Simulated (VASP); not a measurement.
# CuO (zincblende type) (F-43m) in VASP: settings compared

The runs below take CuO (zincblende type) through single point, with PBE, LDA.

Everything below comes from runs of VASP 6.6.1. Logs are shortened: lines on timing, memory, paths and dates and some standing lists are left out, and cuts for length are marked.

**1. The cell of the first run**

It takes space group F-43m (No. 216, cubic). The conventional cell has a = 4.524 Å, b = 4.524 Å, c = 4.524 Å, α = 90.00°, β = 90.00°, γ = 90.00°. Cu (site symmetry -43m) has 4 O at 1.96 Å within 2.6 Å. Within 2.6 Å of O (site symmetry -43m) lie 4 Cu at 1.96 Å.

**2. Single point, PBE**

Input file INCAR:

```
PREC     = Accurate       # precision mode
ENCUT    = 520            # plane-wave cutoff, eV
EDIFF    = 1E-6           # SCF threshold, eV
ISMEAR   = -1             # smearing method
SIGMA    = 0.05           # smearing width, eV
LREAL    = F              # projectors in reciprocal space
LASPH    = T              # aspherical terms in the spheres
NELM     = 100            # most SCF steps
ALGO     = Normal         # electronic algorithm
ISIF     = 2              # what is computed and relaxed
LWAVE    = F              # write WAVECAR
LCHARG   = F              # write CHGCAR
GGA      = PE             # functional
NBANDS   = 16             # bands
```

Input file KPOINTS:

```
regular mesh
0
Gamma
  12 12 12
```

Input file POSCAR:

```
CuO
1.0
    0.0000000000      2.2618016073      2.2618016073
    2.2618016073      0.0000000000      2.2618016073
    2.2618016073      2.2618016073      0.0000000000
Cu O
1 1
Direct
    0.0000000000      0.0000000000      0.0000000000
    0.2500000000      0.2500000000      0.2500000000
```

Potentials or basis: VASP PAW PBE potentials, release 64 (Cu, O).

Command:

```bash
$ cat potpaw_PBE.64/Cu/POTCAR potpaw_PBE.64/O/POTCAR > POTCAR
$ mpirun -np 1 vasp_std > vasp.out
```

OUTCAR:

```text
PREC = Accurate
   ENCUT = 520
   EDIFF = 1E-6
   ISMEAR = -1
   LREAL = F
   LASPH = T
   NELM = 100
   ISIF = 2
   GGA = PE

 ion  position               nearest neighbor table
   1  0.000  0.000  0.000-   2 1.96   2 1.96   2 1.96   2 1.96
   2  0.250  0.250  0.250-   1 1.96   1 1.96   1 1.96   1 1.96

  LATTYP: Found a face centered cubic cell.
 ALAT       =     4.5236032146

  Lattice vectors:

 A1 = (   0.0000000000,   2.2618016073,   2.2618016073)
 A2 = (   2.2618016073,   0.0000000000,   2.2618016073)
 A3 = (   2.2618016073,   2.2618016073,   0.0000000000)

Analysis of symmetry for initial positions (statically):
=====================================================================
 Subroutine PRICEL returns:
 Original cell was already a primitive cell.

 Routine SETGRP: Setting up the symmetry group for a
 face centered cubic supercell.

 Subroutine GETGRP returns: Found 24 space group operations
 (whereof 24 operations were pure point group operations)
 out of a pool of 48 trial point group operations.

The static configuration has the point symmetry T_d .

Analysis of symmetry for dynamics (positions and initial velocities):
=====================================================================
 Subroutine PRICEL returns:
 Original cell was already a primitive cell.

 Routine SETGRP: Setting up the symmetry group for a
 face centered cubic supercell.

 Subroutine GETGRP returns: Found 24 space group operations
 (whereof 24 operations were pure point group operations)
 out of a pool of 48 trial point group operations.

The dynamic configuration has the point symmetry T_d .

 Subroutine INISYM returns: Found 24 space group operations
 (whereof 24 operations are pure point group operations),
 and found     1 'primitive' translations

----------------------------------------------------------------------------------------

                                     Primitive cell

  volume of cell :      23.1416

  direct lattice vectors                    reciprocal lattice vectors
     0.000000000  2.261801607  2.261801607    -0.221062713  0.221062713  0.221062713
     2.261801607  0.000000000  2.261801607     0.221062713 -0.221062713  0.221062713
     2.261801607  2.261801607  0.000000000     0.221062713  0.221062713 -0.221062713

  length of vectors
     3.198670508  3.198670508  3.198670508     0.382891851  0.382891851  0.382891851

  position of ions in fractional coordinates (direct lattice)
     0.000000000  0.000000000  0.000000000
     0.250000000  0.250000000  0.250000000

  ion indices of the primitive-cell ions
   primitive index   ion index
                 1           1
                 2           2

----------------------------------------------------------------------------------------

 KPOINTS: regular mesh

Automatic generation of k-mesh.
 Grid dimensions read from file:
 generate k-points for:   12   12   12

 Generating k-lattice:

  Cartesian coordinates                     Fractional coordinates (reciprocal lattice)
    -0.018421893  0.018421893  0.018421893     0.083333333  0.000000000  0.000000000
     0.018421893 -0.018421893  0.018421893     0.000000000  0.083333333  0.000000000
     0.018421893  0.018421893 -0.018421893     0.000000000  0.000000000  0.083333333

  Length of vectors
     0.031907654  0.031907654  0.031907654

  Shift w.r.t. Gamma in fractional coordinates (k-lattice)
     0.000000000  0.000000000  0.000000000

 Subroutine IBZKPT returns following result:
 ===========================================

 Found     72 irreducible k-points:

 Following reciprocal coordinates:
            Coordinates               Weight
  0.000000  0.000000  0.000000      1.000000
  0.083333  0.000000  0.000000      8.000000
  0.166667  0.000000  0.000000      8.000000
  0.250000  0.000000  0.000000      8.000000
  0.333333  0.000000  0.000000      8.000000
  0.416667  0.000000  0.000000      8.000000
[... 16 lines left out ...]
  0.500000  0.166667  0.000000     24.000000
 -0.416667  0.166667  0.000000     24.000000
 [... further k-points ...]
   k-points           NKPTS =     72   k-points in BZ     NKDIM =     72   number of bands    NBANDS=     16
   number of dos      NEDOS =    301   number of ions     NIONS =      2
   total plane-waves  NPLWV =  13824
   dimension x,y,z NGX =    24 NGY =   24 NGZ =   24
   dimension x,y,z NGXF=    48 NGYF=   48 NGZF=   48
   ions per type =               1   1
   NGX,Y,Z   is equivalent  to a cutoff of  12.47, 12.47, 12.47 a.u.
   NGXF,Y,Z  is equivalent  to a cutoff of  24.95, 24.95, 24.95 a.u.
 SYSTEM =  unknown system
   PREC   = accura    normal or accurate (medium, high low for compatibility)
   ISTART =      0    job   : 0-new  1-cont  2-samecut
   ICHARG =      2    charge: 1-file 2-atom 10-const
   ISPIN  =      1    spin polarized calculation?
   LNONCOLLINEAR =      F non collinear calculations
   LSORBIT =      F    spin-orbit coupling
   LASPH  =      T    aspherical Exc in radial PAW
   ENCUT  =  520.0 eV  38.22 Ry    6.18 a.u.   5.95  5.95  5.95*2*pi/ulx,y,z
   NELM   =    100;   NELMIN=  2; NELMDL= -5     # of ELM steps
   EDIFF  = 0.1E-05   stopping-criterion for ELM
   LREAL  =      F    real-space projection
   EDIFFG = 0.1E-04   stopping-criterion for IOM
   NSW    =      0    number of steps for IOM
   IBRION =     -1    ionic relax: 0-MD 1-quasi-New 2-CG
   NFREE  =      0    steps in history (QN), initial steepest desc. (CG)
   ISIF   =      2    stress and relaxation
   ISYM   =      2    0-nonsym 1-usesym 2-fastsym
   POTIM  = 0.5000    time-step for ionic-motion
   TEBEG  =    0.0;   TEEND  =   0.0 temperature during run
   PSTRESS=    0.0 pullay stress
   NELECT =      17.0000    total number of electrons
   NUPDOWN=      -1.0000    fix difference up-down
   EMIN   =  10.00;   EMAX   =-10.00  energy-range for DOS
   EFERMI =   0.00;   METHOD = LEGACY
   ISMEAR =    -1;   SIGMA  =   0.05  broadening in eV -4-tet -1-fermi 0-gaus
   EFERMI_NEDOS =   21; number of points for ismear=-14 and -15
   IALGO  =     38    algorithm
   IMIX   =      4    mixing-type and parameters
     AMIX     =   0.40;   BMIX     =  1.00
     AMIX_MAG =   1.60;   BMIX_MAG =  1.00
  volume/ion in A,a.u.               =      11.57        78.08
  Fermi-wavevector in a.u.,A,eV,Ry     =   1.477157  2.791422 29.687811  2.181993
  Thomas-Fermi vector in A             =   2.591595
   LORBIT       =      0    0 simple, 1 ext, 2 COOP (PROOUT), +10 PAW based schemes
   GGA     = PE    functional components
   LHFCALC =     F    Hartree Fock is set to
   AEXX    =    0.0000 exact exchange contribution
   IVDW    =     0    specifies the selected vdW correction
   LEPSILON=     F    determine dielectric tensor
   LRPA    =     F    only Hartree local field effects (RPA)
 non-spin polarized calculation
  energy-cutoff  :      520.00
  volume of cell :       23.14
 maximum number of plane-waves:       636
   NGX = 11   NGY = 11   NGZ = 11

 number of electron      17.0000022 magnetization

 Free energy of the ion-electron system (eV)
  ---------------------------------------------------
  ext. energy  EPLUGINS =         0.00000000
  ---------------------------------------------------
  free energy    TOTEN  =        -9.56704286 eV

  energy without entropy =       -9.54674967  energy(sigma->0) =       -9.55689627

 E-fermi :   4.0110     XC(G=0): -11.0367

 val. band max:        4.0073040440   @ k =  -0.2500   0.2500   0.0833
 cond. band min:       4.0212699533   @ k =  -0.4167   0.0833   0.0000
 fundamental gap:      0.0139659093
 Fermi energy:         4.0109736215

 k-point     1 :       0.0000    0.0000    0.0000
  band No.  band energies     occupation
      1     -14.8755      2.00000
      2      -0.8763      2.00000
      3      -0.8763      2.00000
      4      -0.8763      2.00000
      5       1.9725      2.00000
      6       1.9725      2.00000
[... 8 lines left out ...]
     15      25.0712      0.00000
     16      25.0896      0.00000

 k-point     2 :       0.0833    0.0000    0.0000
  band No.  band energies     occupation
      1     -14.8342      2.00000
      2      -0.9891      2.00000
      3      -0.8547      2.00000
      4      -0.8547      2.00000
      5       1.9651      2.00000
      6       1.9651      2.00000
[... 8 lines left out ...]
     15      24.4448      0.00000
     16      24.4448      0.00000

 k-point     3 :       0.1667    0.0000    0.0000
  band No.  band energies     occupation
      1     -14.7192      2.00000
      2      -1.2581      2.00000
      3      -0.7970      2.00000
      4      -0.7970      2.00000
      5       1.9528      2.00000
      6       1.9528      2.00000
[... 8 lines left out ...]
     15      23.7748      0.00000
     16      23.7748      0.00000

 k-point     4 :       0.2500    0.0000    0.0000
  band No.  band energies     occupation
      1     -14.5583      2.00000
      2      -1.5541      2.00000
      3      -0.7230      2.00000
      4      -0.7230      2.00000
      5       1.9587      2.00000
      6       1.9587      2.00000
[... 8 lines left out ...]
     15      23.7365      0.00000
     16      23.7365      0.00000

 k-point     5 :       0.3333    0.0000    0.0000
  band No.  band energies     occupation
      1     -14.3924      2.00000
      2      -1.7851      2.00000
      3      -0.6562      2.00000
      4      -0.6562      2.00000
      5       1.9984      2.00000
      6       1.9984      2.00000
[... 8 lines left out ...]
     15      24.3403      0.00000
     16      24.3403      0.00000

 k-point     6 :       0.4167    0.0000    0.0000
  band No.  band energies     occupation
      1     -14.2676      2.00000
      2      -1.9180      2.00000
      3      -0.6129      2.00000
      4      -0.6129      2.00000
      5       2.0567      2.00000
      6       2.0567      2.00000
[... 8 lines left out ...]
     15      25.2039      0.00000
     16      25.2039      0.00000

 k-point     7 :       0.5000    0.0000    0.0000
  band No.  band energies     occupation
      1     -14.2210      2.00000
      2      -1.9592      2.00000
      3      -0.5984      2.00000
      4      -0.5984      2.00000
      5       2.0862      2.00000
      6       2.0862      2.00000
[... 8 lines left out ...]
     15      25.6576      0.00000
     16      25.6576      0.00000

 k-point     8 :       0.0833    0.0833    0.0000
  band No.  band energies     occupation
      1     -14.8204      2.00000
      2      -1.0269      2.00000
      3      -0.8453      2.00000
      4      -0.8453      2.00000
      5       1.9358      2.00000
      6       1.9876      2.00000
[... 8 lines left out ...]
     15      25.6769      0.00000
     16      25.6769      0.00000

 k-point     9 :       0.1667    0.0833    0.0000
  band No.  band energies     occupation
      1     -14.7302      2.00000
      2      -1.2340      2.00000
      3      -0.8012      2.00000
      4      -0.7959      2.00000
      5       1.9000      2.00000
      6       1.9978      2.00000
[... 8 lines left out ...]
     15      25.0914      0.00000
     16      25.4494      0.00000
[... 172 lines left out ...]
 k-point    19 :       0.1667    0.1667    0.0000
  band No.  band energies     occupation
      1     -14.6680      2.00000
      2      -1.3687      2.00000
      3      -0.7520      2.00000
      4      -0.7519      2.00000
      5       1.8392      2.00000
      6       2.0291      2.00000
[... 8 lines left out ...]
     15      27.3217      0.00000
     16      27.3217      0.00000

 k-point    20 :       0.2500    0.1667    0.0000
  band No.  band energies     occupation
      1     -14.5481      2.00000
      2      -1.5630      2.00000
      3      -0.6945      2.00000
      4      -0.6786      2.00000
      5       1.7968      2.00000
      6       2.0534      2.00000
[... 8 lines left out ...]
     15      26.7669      0.00000
     16      26.9111      0.00000

 k-point    21 :       0.3333    0.1667    0.0000
  band No.  band energies     occupation
      1     -14.3998      2.00000
      2      -1.7147      2.00000
      3      -0.6660      2.00000
      4      -0.5988      2.00000
      5       1.8072      2.00000
      6       2.0819      2.00000
[... 8 lines left out ...]
     15      26.2101      0.00000
     16      26.7681      0.00000

 k-point    22 :       0.4167    0.1667    0.0000
  band No.  band energies     occupation
      1     -14.2626      2.00000
      2      -1.7726      2.00000
      3      -0.6819      2.00000
      4      -0.5363      2.00000
      5       1.8807      2.00000
      6       2.1077      2.00000
[... 8 lines left out ...]
     15      26.0546      0.00000
     16      26.8893      0.00000

 k-point    23 :       0.5000    0.1667    0.0000
  band No.  band energies     occupation
      1     -14.1752      2.00000
      2      -1.7467      2.00000
      3      -0.7362      2.00000
      4      -0.5050      2.00000
      5       1.9481      2.00000
      6       2.0958      2.00000
[... 8 lines left out ...]
     15      26.1287      0.00000
     16      26.6702      0.00000

 k-point    24 :      -0.4167    0.1667    0.0000
  band No.  band energies     occupation
      1     -14.1634      2.00000
      2      -1.6993      2.00000
      3      -0.7933      2.00000
      4      -0.5083      2.00000
      5       1.9578      2.00000
      6       2.0269      2.00000
[... 8 lines left out ...]
     15      25.5824      0.00000
     16      26.2440      0.00000

 [... further k-points ...]

------------------------ aborting loop because EDIFF is reached ----------------------------------------

  FORCE on cell =-STRESS in cart. coord.  units (eV):
  Direction    XX          YY          ZZ          XY          YZ          ZX
  --------------------------------------------------------------------------------------
  -------------------------------------------------------------------------------------
  Total        0.0820554      0.0820554      0.0820554      0.0000000     -0.0000000      0.0000000
  in kB        5.6809945      5.6809945      5.6809945      0.0000000     -0.0000000      0.0000000
  external PRESSURE =       5.6809945 kB  Pullay stress =       0.0000000 kB

 VOLUME and BASIS-vectors are now :
 -----------------------------------------------------------------------------
  energy-cutoff  :      520.00
  volume of cell :       23.14
      direct lattice vectors                 reciprocal lattice vectors
     0.000000000  2.261801607  2.261801607    -0.221062713  0.221062713  0.221062713
     2.261801607  0.000000000  2.261801607     0.221062713 -0.221062713  0.221062713
     2.261801607  2.261801607  0.000000000     0.221062713  0.221062713 -0.221062713

 POSITION                                       TOTAL-FORCE (eV/Angst)
 -----------------------------------------------------------------------------------
      0.00000      0.00000      0.00000        -0.000000     -0.000000     -0.000000
      1.13090      1.13090      1.13090         0.000000      0.000000      0.000000
 -----------------------------------------------------------------------------------
    total drift:                                0.000001      0.000001      0.000002

  FREE ENERGIE OF THE ION-ELECTRON SYSTEM (eV)
  ---------------------------------------------------
  free  energy   TOTEN  =        -9.5670428645 eV

  energy  without entropy=       -9.5467496706  energy(sigma->0) =       -9.55689627
```

It took 33 s on 1 thread of Intel Xeon 8259CL, shared host; peak memory 0.15 GiB.

What came out:

```
Free energy            : -9.5670 eV
Pressure               : 0.6 GPa
Band gap on the k mesh : zero (an odd number of electrons rules out a gap without spin polarisation)
```

Levels at points of the mesh, in eV from the Fermi level:
```tsv
k point	band 5	band 6	band 7	band 8	band 9	band 10	band 11	band 12	band 13	band 14
(0.00, 0.00, 0.00)	-2.04	-2.04	0.80	0.80	0.80	0.99	14.37	14.37	14.37	21.06
(0.50, 0.00, 0.00)	-1.92	-1.92	-1.82	-0.02	-0.02	6.16	7.92	13.98	13.98	17.96
(0.50, 0.50, 0.00)	-2.29	-1.81	-1.40	-1.14	-1.14	5.86	9.98	11.56	14.83	14.83
```

Caveat: an odd number of electrons without spin polarisation forces a metal; a magnetic or distorted state may lie lower; semilocal functionals often make such compounds metallic where correlation or magnetic order opens a gap, which also shifts bond lengths.

**3. Single point, PBE**

Input file INCAR:

```
ALGO = Normal
EDIFF = 1E-7
ENCUT = 520
GGA = PE
ISIF = 2
ISMEAR = -1
LASPH = T
LCHARG = F
LREAL = F
LWAVE = F
NBANDS = 16
NELM = 100
PREC = Accurate
SIGMA = 0.05
```

Input file KPOINTS:

```
k-points
0
Gamma
  16 16 16
```

POSCAR is that of step 2.

Potentials or basis: VASP PAW PBE potentials, release 64 (Cu, O).

Command:

```bash
$ cat potpaw_PBE.64/Cu/POTCAR potpaw_PBE.64/O/POTCAR > POTCAR
$ mpirun -np 1 vasp_std > vasp.out
```

Run time: 70 s. Hardware: 1 thread of Intel Xeon 8259CL, shared host; peak memory 0.18 GiB.

Results (log left out):

| Quantity | Value |
| --- | --- |
| Free energy | -9.5668 eV |
| Pressure | 0.7 GPa |
| Band gap on the k mesh | zero (an odd number of electrons rules out a gap without spin polarisation) |

Levels at points of the mesh, in eV from the Fermi level:
```
           k point  band 5  band 6  band 7  band 8  band 9  band 10  band 11  band 12  band 13  band 14
(0.00, 0.00, 0.00)   -2.04   -2.04    0.80    0.80    0.80     0.99    14.37    14.37    14.37    21.06
(0.50, 0.00, 0.00)   -1.92   -1.92   -1.82   -0.02   -0.02     6.16     7.92    13.98    13.98    17.96
(0.50, 0.50, 0.00)   -2.29   -1.81   -1.40   -1.14   -1.14     5.86     9.98    11.56    14.83    14.83
```

Caveat: an odd number of electrons without spin polarisation forces a metal; a magnetic or distorted state may lie lower; semilocal functionals often make such compounds metallic where correlation or magnetic order opens a gap, which also shifts bond lengths.

[end of part 1 of 2]
